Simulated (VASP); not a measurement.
# Sn24HO48 (a cell with a defect) in VASP: single point with PBEsol

Aim: the single point of Sn24HO48 (a cell with a defect) with PBEsol.

Everything below comes from runs of VASP 6.6.1. Logs are shortened: lines on timing, memory, paths and dates and some standing lists are left out, and cuts for length are marked.

## (1) The cell of the first run

The cell holds a defect, 73 atoms: a = 9.538 Å, b = 9.538 Å, c = 9.636 Å, α = 90.00°, β = 90.00°, γ = 90.00°.

## (2) Single point, PBEsol

INCAR

```
PREC = Accurate
ENCUT = 520
EDIFF = 1E-6
ISMEAR = -1
SIGMA = 0.05
LREAL = Auto
LASPH = T
NELM = 120
ALGO = Normal
ISIF = 2
LWAVE = F
LCHARG = F
GGA = PS
NELECT = 624.0
ISYM = -1
NBANDS = 354
GGA_COMPAT = F
```

KPOINTS

```
explicit points
1
Reciprocal
  0.25000000   0.25000000   0.25000000 1
```

POSCAR

```
Sn24HO48
1.0
    9.5380920000      0.0000000000      0.0000000000
    0.0000000000      9.5380920000      0.0000000000
    0.0000000000      0.0000000000      9.6363030000
Sn O H
24 48 1
Direct
    0.9995670000      0.0025720000      0.0001950000
    0.0040110000      0.9964920000      0.3318920000
    0.0040350000      0.9965040000      0.6685020000
    0.0029380000      0.5007160000      0.0001980000
    0.0023890000      0.5031970000      0.3330470000
    0.0023990000      0.5031980000      0.6673550000
    0.5030000000      0.0012360000      0.0002030000
    0.5034480000      0.0017270000      0.3331890000
    0.5034580000      0.0017430000      0.6672190000
    0.5029630000      0.4990720000      0.0001900000
    0.4953500000      0.5060930000      0.3278900000
    0.4954230000      0.5061190000      0.6724870000
    0.2519710000      0.2505040000      0.1665770000
    0.2445010000      0.2498580000      0.5001970000
    0.2520040000      0.2505420000      0.8337920000
    0.2514570000      0.7531240000      0.1658940000
    0.2530920000      0.7513590000      0.5001930000
    0.2514550000      0.7531190000      0.8344910000
    0.7521850000      0.2513650000      0.1672140000
    0.7669640000      0.2433300000      0.5002070000
    0.7522040000      0.2513920000      0.8331920000
    0.7516220000      0.7498070000      0.1665710000
    0.7516920000      0.7509880000      0.5002070000
    0.7516400000      0.7498440000      0.8338390000
    0.1561290000      0.1526520000      0.0001690000
    0.1571570000      0.1503420000      0.3328020000
    0.1571900000      0.1503300000      0.6675900000
    0.1557650000      0.6538650000      0.0001900000
    0.1593640000      0.6523790000      0.3334180000
    0.1593540000      0.6524010000      0.6669690000
    0.6565600000      0.1538460000      0.0002010000
    0.6601740000      0.1522970000      0.3356370000
    0.6601360000      0.1523650000      0.6647660000
    0.6561290000      0.6514630000      0.0002020000
    0.6566930000      0.6476870000      0.3355130000
    0.6566610000      0.6478080000      0.6649220000
    0.3477620000      0.3489160000      0.0002040000
    0.3461890000      0.3501120000      0.3350340000
    0.3461970000      0.3501540000      0.6653140000
    0.3475150000      0.8512310000      0.0001890000
    0.3483420000      0.8503790000      0.3341350000
    0.3483360000      0.8504130000      0.6662530000
    0.8469380000      0.3496520000      0.0002210000
    0.8461570000      0.3517230000      0.3349640000
    0.8461970000      0.3517010000      0.6654310000
    0.8469070000      0.8488690000      0.0002170000
    0.8467190000      0.8475840000      0.3333940000
    0.8467390000      0.8476040000      0.6670050000
    0.0974980000      0.4025050000      0.1676010000
    0.0943870000      0.4025050000      0.5001960000
    0.0975290000      0.4025400000      0.8327940000
    0.0970920000      0.9025580000      0.1651290000
    0.0987410000      0.9007950000      0.5001950000
    0.0971000000      0.9025630000      0.8352660000
    0.5959140000      0.4025530000      0.1687150000
    0.5816840000      0.3787890000      0.5001820000
    0.5958920000      0.4025310000      0.8316670000
    0.5979820000      0.9021480000      0.1672940000
    0.5965400000      0.9025490000      0.5002020000
    0.5980110000      0.9022060000      0.8331160000
    0.4082930000      0.1004100000      0.1674640000
    0.4165230000      0.1135340000      0.5002160000
    0.4083280000      0.1004440000      0.8329550000
    0.4050420000      0.6013990000      0.1630620000
    0.4095290000      0.5983260000      0.5001970000
    0.4050450000      0.6014040000      0.8373100000
    0.9064660000      0.0991950000      0.1684950000
    0.9139250000      0.0943630000      0.5002020000
    0.9064480000      0.0991870000      0.8318920000
    0.9061780000      0.5987710000      0.1667010000
    0.9070030000      0.6003230000      0.5002010000
    0.9061660000      0.5987800000      0.8336980000
    0.5166240000      0.2956670000      0.5001400000
```

Potentials or basis: VASP PAW PBE potentials, release 64 (Sn_d, O, H).

Command:

```
cat potpaw_PBE.64/Sn_d/POTCAR potpaw_PBE.64/O/POTCAR potpaw_PBE.64/H/POTCAR > POTCAR
mpirun -np 1 vasp_std > vasp.out
```

OUTCAR:

```text
PREC = Accurate
   ENCUT = 520
   EDIFF = 1E-6
   ISMEAR = -1
   LREAL = Auto
   LASPH = T
   NELM = 120
   ISIF = 2
   GGA = PS
   NELECT = 624.0
   ISYM = -1

 ion  position               nearest neighbor table
   1  1.000  0.003  0.000-  67 2.07  69 2.07  46 2.07  25 2.07  54 2.07  52 2.07   3 3.20   2 3.20
                            21 3.71  19 3.71  13 3.74  15 3.74  24 3.74  22 3.74  16 3.74  18 3.74
   2  0.004  0.996  0.332-  52 2.04  68 2.06  47 2.07  53 2.07  26 2.07  67 2.07   1 3.20   3 3.24
                            20 3.64  16 3.68  14 3.71  17 3.71  22 3.72  23 3.73  13 3.74
   3  0.004  0.997  0.669-  54 2.04  68 2.06  48 2.07  53 2.07  27 2.07  69 2.07   1 3.20   2 3.24
                            20 3.64  18 3.68  14 3.71  17 3.71  24 3.72  23 3.73  15 3.74
   4  0.003  0.501  0.000-  28 2.06  43 2.07  51 2.07  49 2.07  70 2.07  72 2.07   6 3.21   5 3.21
                            13 3.73  15 3.73  22 3.74  24 3.74  16 3.74  18 3.74  21 3.74  19 3.74
   5  0.002  0.503  0.333-  70 2.06  29 2.07  71 2.07  50 2.07  49 2.07  44 2.08   4 3.21   6 3.22
                            14 3.71  20 3.71  22 3.72  23 3.73  17 3.73  16 3.73  19 3.74  13 3.75
   6  0.002  0.503  0.667-  72 2.06  30 2.07  71 2.07  51 2.07  50 2.07  45 2.08   4 3.21   5 3.22
                            14 3.71  20 3.71  24 3.72  23 3.73  17 3.73  18 3.73  21 3.74  15 3.75
   7  0.503  0.001  0.000-  40 2.06  31 2.06  60 2.08  58 2.08  63 2.08  61 2.08   9 3.21   8 3.21
                            16 3.73  18 3.73  19 3.73  21 3.73  24 3.73  22 3.73  13 3.74  15 3.74
   8  0.503  0.002  0.333-  61 2.06  58 2.07  41 2.07  59 2.07  32 2.07  62 2.10   7 3.21   9 3.22
                            19 3.72  23 3.73  22 3.74  13 3.74  17 3.74  16 3.74
   9  0.503  0.002  0.667-  63 2.06  60 2.07  42 2.07  59 2.07  33 2.07  62 2.10   7 3.21   8 3.22
[... 60 lines left out ...]
  54  0.097  0.903  0.835-   3 2.04  18 2.05   1 2.07
  55  0.596  0.403  0.169-  11 2.06  10 2.07  19 2.07
  56  0.582  0.379  0.500-  73 1.01  20 2.19  12 2.22  11 2.22
  57  0.596  0.403  0.832-  12 2.06  10 2.07  21 2.07
  58  0.598  0.902  0.167-  22 2.06   8 2.07   7 2.08
  59  0.597  0.903  0.500-   8 2.07   9 2.07  23 2.07
  60  0.598  0.902  0.833-  24 2.06   9 2.07   7 2.08
  61  0.408  0.100  0.167-   8 2.06  13 2.07   7 2.08
  62  0.417  0.114  0.500-  14 2.09   9 2.10   8 2.10
[... 8 lines left out ...]
  71  0.907  0.600  0.500-  23 2.06   5 2.07   6 2.07
  72  0.906  0.599  0.834-   6 2.06  24 2.06   4 2.07
  73  0.517  0.296  0.500-  56 1.01

IMPORTANT INFORMATION: All symmetrisations will be switched off!
NOSYMM: (Re-)initialisation of all symmetry stuff for point group C_1.

----------------------------------------------------------------------------------------

                                     Primitive cell

  volume of cell :     876.6646

  direct lattice vectors                    reciprocal lattice vectors
     9.538092000  0.000000000  0.000000000     0.104842771  0.000000000  0.000000000
[... 199 lines left out ...]
   EMIN   =  10.00;   EMAX   =-10.00  energy-range for DOS
   EFERMI =   0.00;   METHOD = LEGACY
   ISMEAR =    -1;   SIGMA  =   0.05  broadening in eV -4-tet -1-fermi 0-gaus
   EFERMI_NEDOS =   21; number of points for ismear=-14 and -15
   IALGO  =     38    algorithm
   IMIX   =      4    mixing-type and parameters
     AMIX     =   0.40;   BMIX     =  1.00
     AMIX_MAG =   1.60;   BMIX_MAG =  1.00
  volume/ion in A,a.u.               =      12.01        81.04
  Fermi-wavevector in a.u.,A,eV,Ry     =   1.461701  2.762214 29.069797  2.136570
  Thomas-Fermi vector in A             =   2.578001
   LORBIT       =      0    0 simple, 1 ext, 2 COOP (PROOUT), +10 PAW based schemes
   GGA     = PS    functional components
   LHFCALC =     F    Hartree Fock is set to
   AEXX    =    0.0000 exact exchange contribution
   IVDW    =     0    specifies the selected vdW correction
   LEPSILON=     F    determine dielectric tensor
   LRPA    =     F    only Hartree local field effects (RPA)
 non-spin polarized calculation
  energy-cutoff  :      520.00
  volume of cell :      876.66
 maximum number of plane-waves:     23594
 NGX is ok and might be reduce to    70
   NGX = 35   NGY = 35   NGZ = 35

 number of electron     623.9999996 magnetization

 Free energy of the ion-electron system (eV)
  ---------------------------------------------------
  ext. energy  EPLUGINS =         0.00000000
  ---------------------------------------------------
  free energy    TOTEN  =      -486.98897169 eV

  energy without entropy =     -486.98897169  energy(sigma->0) =     -486.98897169

 E-fermi :   6.7232     XC(G=0): -11.4249

 val. band max:        5.6147446585   @ k =   0.2500   0.2500   0.2500
 cond. band min:       7.8254504660   @ k =   0.2500   0.2500   0.2500
 fundamental gap:      2.2107058075
 Fermi energy:         6.7232140283

 k-point     1 :       0.2500    0.2500    0.2500
  band No.  band energies     occupation
      1     -15.3318      2.00000
      2     -15.1743      2.00000
      3     -15.0598      2.00000
      4     -15.0436      2.00000
      5     -15.0409      2.00000
      6     -15.0286      2.00000
[... 316 lines left out ...]
    323      10.7236      0.00000
    324      10.7766      0.00000
 [bands above 324 left out]

------------------------ aborting loop because EDIFF is reached ----------------------------------------

  FORCE on cell =-STRESS in cart. coord.  units (eV):
  Direction    XX          YY          ZZ          XY          YZ          ZX
  --------------------------------------------------------------------------------------
  -------------------------------------------------------------------------------------
  Total       -4.9074400     -9.3993173     -4.7349236     -4.4577282     -0.2739014     -0.3369519
  in kB       -8.9687542    -17.1780330     -8.6534662     -8.1468684     -0.5005776     -0.6158076
  external PRESSURE =     -11.6000845 kB  Pullay stress =       0.0000000 kB

 VOLUME and BASIS-vectors are now :
 -----------------------------------------------------------------------------
  energy-cutoff  :      520.00
  volume of cell :      876.66
      direct lattice vectors                 reciprocal lattice vectors
     9.538092000  0.000000000  0.000000000     0.104842771  0.000000000  0.000000000
     0.000000000  9.538092000  0.000000000     0.000000000  0.104842771  0.000000000
     0.000000000  0.000000000  9.636303000     0.000000000  0.000000000  0.103774238

 POSITION                                       TOTAL-FORCE (eV/Angst)
 -----------------------------------------------------------------------------------
      9.53396      0.02453      0.00188        -0.007242      0.011788     -0.000752
      0.03826      9.50463      3.19821         0.000099     -0.005031      0.006799
      0.03849      9.50475      6.44189         0.001977     -0.005415     -0.017693
      0.02802      4.77588      0.00191        -0.000357     -0.004294      0.004897
      0.02279      4.79954      3.20934        -0.007580     -0.000557     -0.001157
      0.02288      4.79955      6.43083        -0.007031      0.000410      0.001967
[... 65 lines left out ...]
      8.64309      5.71122      8.03377        -0.014060      0.011787      0.002939
      4.92761      2.82010      4.81950        -0.077825     -0.103866      0.003977
 -----------------------------------------------------------------------------------
    total drift:                                0.112617     -0.020156     -0.013803

  FREE ENERGIE OF THE ION-ELECTRON SYSTEM (eV)
  ---------------------------------------------------
  free  energy   TOTEN  =      -486.9889716876 eV

  energy  without entropy=     -486.9889716864  energy(sigma->0) =     -486.98897169
```

Wall time 21 min (1 thread of Intel Xeon Platinum 8259CL at 2.50GHz (Skylake/Cascade Lake), shared host); peak memory 0.85 GiB.

What came out:

```
Free energy   : -486.9890 eV
Largest force : 0.130 eV/Å
```

Forces in eV/Å, atoms in the order of the input:
```
Sn  -0.007  0.012 -0.001
Sn   0.000 -0.005  0.007
Sn   0.002 -0.005 -0.018
Sn   0.000 -0.004  0.005
Sn  -0.008 -0.001 -0.001
Sn  -0.007  0.000  0.002
Sn   0.007  0.001  0.005
Sn   0.005  0.006 -0.001
Sn   0.007  0.005  0.002
Sn   0.008 -0.004 -0.001
Sn   0.018 -0.019  0.021
Sn   0.017 -0.020 -0.021
Sn   0.008 -0.003 -0.007
Sn  -0.017 -0.010 -0.003
Sn   0.007 -0.004  0.007
Sn   0.011  0.007 -0.002
Sn   0.014  0.004  0.000
Sn   0.009  0.007  0.005
Sn   0.008  0.011  0.004
Sn   0.002  0.006 -0.001
Sn   0.011  0.015 -0.005
Sn  -0.009  0.005 -0.001
Sn   0.002  0.004 -0.002
Sn  -0.006  0.001  0.006
O   -0.017 -0.014  0.000
O   -0.008 -0.015 -0.004
O   -0.008 -0.014  0.007
O   -0.016 -0.010  0.002
O   -0.005 -0.012  0.004
O   -0.005 -0.011 -0.003
O   -0.014 -0.010 -0.001
O   -0.016 -0.012  0.008
O   -0.015 -0.010 -0.006
O   -0.014 -0.012  0.000
O   -0.007 -0.007  0.003
O   -0.006 -0.008 -0.003
O    0.007  0.009 -0.001
O    0.010  0.005  0.018
O    0.010  0.005 -0.014
O    0.011  0.016  0.000
O    0.010  0.003  0.000
O    0.009  0.005 -0.002
O    0.011  0.010 -0.003
O    0.010  0.020 -0.002
O    0.010  0.021  0.005
O    0.010  0.011  0.000
O    0.009  0.010  0.000
O    0.009  0.010 -0.002
O    0.010 -0.010 -0.002
O    0.013 -0.009 -0.001
O    0.008 -0.010  0.000
O    0.012 -0.014  0.004
O    0.007 -0.010 -0.001
O    0.011 -0.013 -0.007
O    0.010 -0.016  0.001
O    0.046  0.096 -0.005
O    0.014 -0.017  0.001
O    0.006 -0.014 -0.003
O    0.008 -0.014 -0.002
O    0.006 -0.015  0.001
O   -0.015  0.012 -0.002
O   -0.004  0.021  0.000
O   -0.016  0.013  0.001
O   -0.024  0.022 -0.014
O   -0.011  0.014  0.000
O   -0.024  0.022  0.016
O   -0.009  0.013  0.004
O    0.014 -0.010 -0.002
O   -0.010  0.014 -0.004
O   -0.014  0.011 -0.003
O   -0.009  0.009  0.001
O   -0.014  0.012  0.003
H   -0.078 -0.104  0.004
```

Levels at points of the mesh, in eV from the Fermi level:
| k point | band 308 | band 309 | band 310 | band 311 | band 312 | band 313 | band 314 | band 315 | band 316 | band 317 |
| --- | --- | --- | --- | --- | --- | --- | --- | --- | --- | --- |
| (0.25, 0.25, 0.25) | -1.52 | -1.45 | -1.42 | -1.40 | -1.11 | 1.10 | 2.55 | 2.61 | 2.79 | 3.30 |

Caveat: the cell carries a net charge on a neutralising background, which shifts energy and pressure; the cell is charged against a uniform background, so pressure and absolute levels hang on convention; the PAW data sets were made with another functional, which shifts forces and pressure a little; spin-orbit coupling is left out, which moves the levels of the heavy elements.
